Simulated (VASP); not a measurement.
# ZnS (Wurtzite-2H) (P6_3mc) in VASP: single point with PBE

Aim: the single point of ZnS (Wurtzite-2H) with PBE.

All numbers are computed with VASP 6.6.1; they aren't measurements. Logs are shortened: lines on timing, memory, paths and dates and some standing lists are left out, and cuts for length are marked.

## 1. The cell of the first run

Symmetry: P6_3mc, No. 186, hexagonal system. Conventional cell: a = 3.811 Å, b = 3.811 Å, c = 6.234 Å, α = 90.00°, β = 90.00°, γ = 120.00°. Zn (site symmetry 3m) has 4 S at 2.31 to 2.40 Å within 3.1 Å. Within 3.1 Å of S (site symmetry 3m) lie 4 Zn at 2.31 to 2.40 Å.

## 2. Single point, PBE

The input, INCAR:

```
SYSTEM = ZnS
PREC = Accurate ; ENCUT = 500
EDIFF = 1E-6 ; ISMEAR = 0
SIGMA = 0.01 ; LREAL = .FALSE.
LASPH = .TRUE. ; NELM = 120
ALGO = Normal ; ISIF = 2
LWAVE = .FALSE. ; LCHARG = .FALSE.
GGA = PE ; NBANDS = 26
GGA_COMPAT = .FALSE.
```

The input, KPOINTS:

```
regular mesh
0
G
  3 3 2
  0 0 0
```

The input, POSCAR:

```
ZnS
1.0
    3.8110000000      0.0000000000      0.0000000000
   -1.9055000000      3.3004228138      0.0000000000
    0.0000000000      0.0000000000      6.2340000000
Zn S
2 2
Direct
    0.3333333333      0.6666666667      0.0000000000
    0.6666666667      0.3333333333      0.5000000000
    0.3333333333      0.6666666667      0.3850000000
    0.6666666667      0.3333333333      0.8850000000
```

Potentials or basis: VASP PAW PBE potentials, release 64 (Zn, S).

The run is started by

```
cat potpaw_PBE.64/Zn/POTCAR potpaw_PBE.64/S/POTCAR > POTCAR
mpirun -np 1 vasp_std > vasp.out
```

OUTCAR:

```text
SYSTEM = ZnS
   PREC = Accurate
   ENCUT = 500
   EDIFF = 1E-6
   ISMEAR = 0
   LREAL = .FALSE.
   LASPH = .TRUE.
   NELM = 120
   ISIF = 2
   GGA = PE

 ion  position               nearest neighbor table
   1  0.333  0.667  0.000-   4 2.31   4 2.31   4 2.31   3 2.40
   2  0.667  0.333  0.500-   3 2.31   3 2.31   3 2.31   4 2.40
   3  0.333  0.667  0.385-   2 2.31   2 2.31   2 2.31   1 2.40
   4  0.667  0.333  0.885-   1 2.31   1 2.31   1 2.31   2 2.40

  LATTYP: Found a hexagonal cell.
 ALAT       =     3.8110000000
 C/A-ratio  =     1.6357911309

  Lattice vectors:

 A1 = (   3.8110000000,   0.0000000000,   0.0000000000)
 A2 = (  -1.9055000000,   3.3004228138,   0.0000000000)
 A3 = (   0.0000000000,   0.0000000000,   6.2340000000)

Analysis of symmetry for initial positions (statically):
=====================================================================
 Subroutine PRICEL returns:
 Original cell was already a primitive cell.

 Routine SETGRP: Setting up the symmetry group for a
 hexagonal supercell.

 Subroutine GETGRP returns: Found 12 space group operations
 (whereof  6 operations were pure point group operations)
 out of a pool of 24 trial point group operations.

The static configuration has the point symmetry C_3v.
 The point group associated with its full space group is C_6v.

Analysis of symmetry for dynamics (positions and initial velocities):
=====================================================================
 Subroutine PRICEL returns:
 Original cell was already a primitive cell.

 Routine SETGRP: Setting up the symmetry group for a
 hexagonal supercell.

 Subroutine GETGRP returns: Found 12 space group operations
 (whereof  6 operations were pure point group operations)
 out of a pool of 24 trial point group operations.

The dynamic configuration has the point symmetry C_3v.
 The point group associated with its full space group is C_6v.

 Subroutine INISYM returns: Found 12 space group operations
 (whereof  6 operations are pure point group operations),
 and found     1 'primitive' translations

----------------------------------------------------------------------------------------

                                     Primitive cell

  volume of cell :      78.4107

  direct lattice vectors                    reciprocal lattice vectors
     3.811000000  0.000000000  0.000000000     0.262398321  0.151495741  0.000000000
    -1.905500000  3.300422814  0.000000000     0.000000000  0.302991482  0.000000000
     0.000000000  0.000000000  6.234000000     0.000000000  0.000000000  0.160410651
[... 70 lines left out ...]
   LREAL  =      F    real-space projection
   EDIFFG = 0.1E-04   stopping-criterion for IOM
   NSW    =      0    number of steps for IOM
   IBRION =     -1    ionic relax: 0-MD 1-quasi-New 2-CG
   NFREE  =      0    steps in history (QN), initial steepest desc. (CG)
   ISIF   =      2    stress and relaxation
   ISYM   =      2    0-nonsym 1-usesym 2-fastsym
   POTIM  = 0.5000    time-step for ionic-motion
   TEBEG  =    0.0;   TEEND  =   0.0 temperature during run
   PSTRESS=    0.0 pullay stress
   NELECT =      36.0000    total number of electrons
   NUPDOWN=      -1.0000    fix difference up-down
   EMIN   =  10.00;   EMAX   =-10.00  energy-range for DOS
   EFERMI =   0.00;   METHOD = LEGACY
   ISMEAR =     0;   SIGMA  =   0.01  broadening in eV -4-tet -1-fermi 0-gaus
   EFERMI_NEDOS =   21; number of points for ismear=-14 and -15
   IALGO  =     38    algorithm
   IMIX   =      4    mixing-type and parameters
     AMIX     =   0.40;   BMIX     =  1.00
     AMIX_MAG =   1.60;   BMIX_MAG =  1.00
  volume/ion in A,a.u.               =      19.60       132.29
  Fermi-wavevector in a.u.,A,eV,Ry     =   1.262943  2.386617 21.701647  1.595026
  Thomas-Fermi vector in A             =   2.396326
   LORBIT       =      0    0 simple, 1 ext, 2 COOP (PROOUT), +10 PAW based schemes
   GGA     = PE    functional components
   LHFCALC =     F    Hartree Fock is set to
   AEXX    =    0.0000 exact exchange contribution
   IVDW    =     0    specifies the selected vdW correction
   LEPSILON=     F    determine dielectric tensor
   LRPA    =     F    only Hartree local field effects (RPA)
 non-spin polarized calculation
 Gauss-broadening in eV      SIGMA  =   0.01
  energy-cutoff  :      500.00
  volume of cell :       78.41
 maximum number of plane-waves:      2004
 NGX is ok and might be reduce to    28
   NGX = 13   NGY = 13   NGZ = 23

 number of electron      35.9999977 magnetization

 Free energy of the ion-electron system (eV)
  ---------------------------------------------------
  ext. energy  EPLUGINS =         0.00000000
  ---------------------------------------------------
  free energy    TOTEN  =       -13.42316720 eV

  energy without entropy =      -13.42316720  energy(sigma->0) =      -13.42316720

 E-fermi :   2.2847     XC(G=0):  -9.6316

 val. band max:        2.2053532114   @ k =   0.0000   0.0000   0.0000
 cond. band min:       4.4458363429   @ k =   0.0000   0.0000   0.0000
 fundamental gap:      2.2404831314
 Fermi energy:         2.2846765213

 k-point     1 :       0.0000    0.0000    0.0000
  band No.  band energies     occupation
      1     -10.9839      2.00000
      2     -10.0556      2.00000
      3      -4.1995      2.00000
      4      -4.1995      2.00000
      5      -4.1353      2.00000
      6      -4.1353      2.00000
[... 163 lines left out ...]
     25      11.9754      0.00000
     26      11.9754      0.00000

------------------------ aborting loop because EDIFF is reached ----------------------------------------

  FORCE on cell =-STRESS in cart. coord.  units (eV):
  Direction    XX          YY          ZZ          XY          YZ          ZX
  --------------------------------------------------------------------------------------
  -------------------------------------------------------------------------------------
  Total        2.1279457      2.1279457      0.3404190      0.0000000      0.0000000      0.0000000
  in kB       43.4806265     43.4806265      6.9558310      0.0000000      0.0000000      0.0000000
  external PRESSURE =      31.3056947 kB  Pullay stress =       0.0000000 kB

 VOLUME and BASIS-vectors are now :
 -----------------------------------------------------------------------------
  energy-cutoff  :      500.00
  volume of cell :       78.41
      direct lattice vectors                 reciprocal lattice vectors
     3.811000000  0.000000000  0.000000000     0.262398321  0.151495741  0.000000000
    -1.905500000  3.300422814  0.000000000     0.000000000  0.302991482  0.000000000
     0.000000000  0.000000000  6.234000000     0.000000000  0.000000000  0.160410651

 POSITION                                       TOTAL-FORCE (eV/Angst)
 -----------------------------------------------------------------------------------
     -0.00000      2.20028      0.00000        -0.000000      0.000000      0.374250
      1.90550      1.10014      3.11700         0.000000     -0.000000      0.374250
     -0.00000      2.20028      2.40009         0.000000     -0.000000     -0.374250
      1.90550      1.10014      5.51709         0.000000     -0.000000     -0.374250
 -----------------------------------------------------------------------------------
    total drift:                               -0.000000     -0.000000      0.000385

  FREE ENERGIE OF THE ION-ELECTRON SYSTEM (eV)
  ---------------------------------------------------
  free  energy   TOTEN  =       -13.4231671977 eV

  energy  without entropy=      -13.4231671977  energy(sigma->0) =      -13.42316720
```

OSZICAR:

```text
N       E                     dE             d eps       ncg     rms          rms(c)
DAV:   1     0.242912863459E+03    0.24291E+03   -0.16888E+04   312   0.163E+03
DAV:   2     0.113033519580E+02   -0.23161E+03   -0.22049E+03   312   0.345E+02
DAV:   3    -0.136639491765E+02   -0.24967E+02   -0.24732E+02   366   0.112E+02
DAV:   4    -0.143312846198E+02   -0.66734E+00   -0.66569E+00   372   0.182E+01
DAV:   5    -0.143404187597E+02   -0.91341E-02   -0.91314E-02   362   0.214E+00    0.978E+00
DAV:   6    -0.134366707320E+02    0.90375E+00   -0.16791E+00   486   0.377E+01    0.764E+00
DAV:   7    -0.134266445087E+02    0.10026E-01   -0.12810E+00   328   0.649E+00    0.355E+00
DAV:   8    -0.134218913648E+02    0.47531E-02   -0.37108E-02   392   0.199E+00    0.103E+00
DAV:   9    -0.134227328920E+02   -0.84153E-03   -0.87522E-03   394   0.137E+00    0.244E-01
DAV:  10    -0.134228919186E+02   -0.15903E-03   -0.72468E-04   380   0.351E-01    0.110E-01
DAV:  11    -0.134231650427E+02   -0.27312E-03   -0.42089E-04   332   0.130E-01    0.662E-02
DAV:  12    -0.134231629381E+02    0.21046E-05   -0.15255E-05   366   0.458E-02    0.100E-02
DAV:  13    -0.134231671716E+02   -0.42335E-05   -0.62109E-06   334   0.175E-02    0.418E-03
DAV:  14    -0.134231671977E+02   -0.26164E-07   -0.47934E-07   262   0.143E-02
   1 F= -.13423167E+02 E0= -.13423167E+02  d E =-.147760E-30
```

It took 14 s on 1 thread of Intel Xeon Platinum 8259CL at 2.50GHz (Skylake/Cascade Lake), shared host; peak memory 0.18 GiB.

Results:

```yaml
Free_energy: -13.4232 eV
Pressure: 3.1 GPa
Largest_force: 0.374 eV/Å
Band_gap_on_the_k_mesh: 2.24 eV, direct
```

Forces on the atoms (eV/Å):
```
Zn   0.000  0.000  0.374
Zn   0.000  0.000  0.374
S    0.000  0.000 -0.374
S    0.000  0.000 -0.374
```

Levels at points of the mesh, in eV from the valence-band top:
```csv
k point,band 16,band 17,band 18,band 19,band 20,band 21
"(0.00, 0.00, 0.00)",-0.01,-0.01,0.00,2.24,2.97,6.27
"(0.00, 0.00, 0.50)",-0.45,-0.45,-0.45,3.49,3.49,6.71
```

Caveat: the k points lie up to 0.63 Å⁻¹ apart.
